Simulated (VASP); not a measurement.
A run of VASP 6.6.1 is set up as follows.

INCAR

```
  ALGO = Normal
  EDIFF = 1E-6
  ENCUT = 520
  GGA = PE
  ISIF = 2
  ISMEAR = -1
  LASPH = True
  LCHARG = False
  LREAL = False
  LWAVE = False
  NBANDS = 13
  NELM = 80
  PREC = Accurate
  SIGMA = 0.06122561905347299
```

File KPOINTS:

```
k-points
0
Gamma
  19 19 19
```

Contents of POSCAR:

```
Pb
1.0
    0.0000000000      2.5232788798      2.5232788798
    2.5232788798      0.0000000000      2.5232788798
    2.5232788798      2.5232788798      0.0000000000
Pb
1
Direct
    0.0000000000      0.0000000000      0.0000000000
```

Potentials or basis: VASP PAW PBE potentials, release 64 (Pb_d).

Launch:

```bash
$ cat potpaw_PBE.64/Pb_d/POTCAR > POTCAR
$ mpirun -np 1 vasp_std > vasp.out
```

Question: Predict the band gap on the k mesh.

Answer: Zero (bands 7 and 8 overlap by 8.52 eV).

Question: What does it give for the pressure?

Answer: -0.2 GPa.

Caveat: spin-orbit coupling is left out, which moves the levels of the heavy elements.
